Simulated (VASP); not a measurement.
Wanted: the native input for a VASP 6.6.1 run.

* Task: electric field gradients
* Functional: PBE
* Potentials or basis: VASP PAW PBE potentials, release 64 (Sb)
* Cutoff: 400 eV
* k mesh: 9 × 9 × 9
* Occupations: fermi-dirac, width 0.05 eV
* Spin: no spin polarisation
* Dipole correction: no
* Further INCAR settings: ALGO = Normal; EDIFF = 1e-08; NBANDS = 12

The structure of Sb lies in POSCAR:

```
Sb
1.0
    2.1506003320      1.2416496806      3.6691200000
   -2.1506003320      1.2416496806      3.6691200000
    0.0000000000     -2.4832993611      3.6691200000
Sb
2
Direct
    0.2336400000      0.2336400000      0.2336400000
    0.7663600000      0.7663600000      0.7663600000
```

This cell differs from its parent crystal: zz strain of -2 %.

These files were run (other wordings do the same):

INCAR

```
SYSTEM = Sb
ALGO = Normal
EDIFF = 1E-8
ENCUT = 400
GGA = PE
GGA_COMPAT = .False.
ISIF = 2
ISMEAR = -1
LASPH = .True.
LCHARG = .False.
LEFG = .True.
LREAL = .False.
LWAVE = .False.
NBANDS = 12
NELM = 120
PREC = Accurate
SIGMA = 0.05
```

KPOINTS

```
k-points
0
Gamma
  9 9 9
  0 0 0
```

Potentials or basis: VASP PAW PBE potentials, release 64 (Sb).

Launch:

```console
$ cat potpaw_PBE.64/Sb/POTCAR > POTCAR
$ mpirun -np 1 vasp_std > vasp.out
```

Results of the run:

```
Pressure               : 4.4 GPa
Largest force          : 0.374 eV/Å
Band gap on the k mesh : 0.05 eV, indirect (least direct gap 0.46 eV)
```

Caveat: the cell differs from its parent crystal (zz strain of -2 %); without QUAD_EFG the Cq values of the log hold for a quadrupole moment of 1 mb, not for the nuclei; spin-orbit coupling is left out, which moves the levels of the heavy elements.

Run time: 29 s on 1 thread of AMD EPYC 9R14 (Zen 4), with other jobs on the host, peak memory 0.15 GiB.
